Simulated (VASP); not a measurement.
The system is HfIn4SiO6.

```
CELL_PARAMETERS angstrom
2.71585 -4.70357 0.00833
2.71585 4.70357 0.00833
-1.87915 0.00000 7.40127
ATOMIC_POSITIONS crystal
Hf 0.78835 0.21165 0.00000
In 0.62175 0.37825 0.50000
In 0.45502 0.54498 0.00000
In 0.28407 0.71593 0.50000
In 0.95814 0.04186 0.50000
Si 0.12168 0.87832 0.00000
O 0.06219 0.11415 0.86666
O 0.88585 0.93781 0.13334
O 0.79490 0.53784 0.86663
O 0.46216 0.20510 0.13337
O 0.15352 0.62879 0.13333
O 0.37121 0.84648 0.86667
```

Base run:

- Program: VASP 6.6.1
- Functional: revPBE
- Potentials or basis: VASP PAW PBE potentials, release 64 (Hf_pv, In_d, Si, O)
- Cutoff: 520 eV
- k mesh: 6 × 6 × 4
- Occupations: fermi-dirac, width 0.05 eV
- Spin: no spin polarisation

Its results: band gap on the k mesh zero (bands 51 and 52 overlap by 1.84 eV); pressure 1.8 GPa; largest force 0.133 eV/Å.

The run is repeated on the same cell with these changes: functional from revPBE to PBE; further incar settings from ALGO = Normal; EDIFF = 1e-06; NBANDS = 63 to ALGO = Normal; EDIFF = 1e-08; NBANDS = 63. What comes out?

Band gap on the k mesh zero (bands 51 and 52 overlap by 1.83 eV); pressure -0.4 GPa; largest force 0.132 eV/Å.

Caveats: spin-orbit coupling is left out, which moves the levels of the heavy elements; the PAW data sets were made with another functional, which shifts forces and pressure a little (at least some runs).
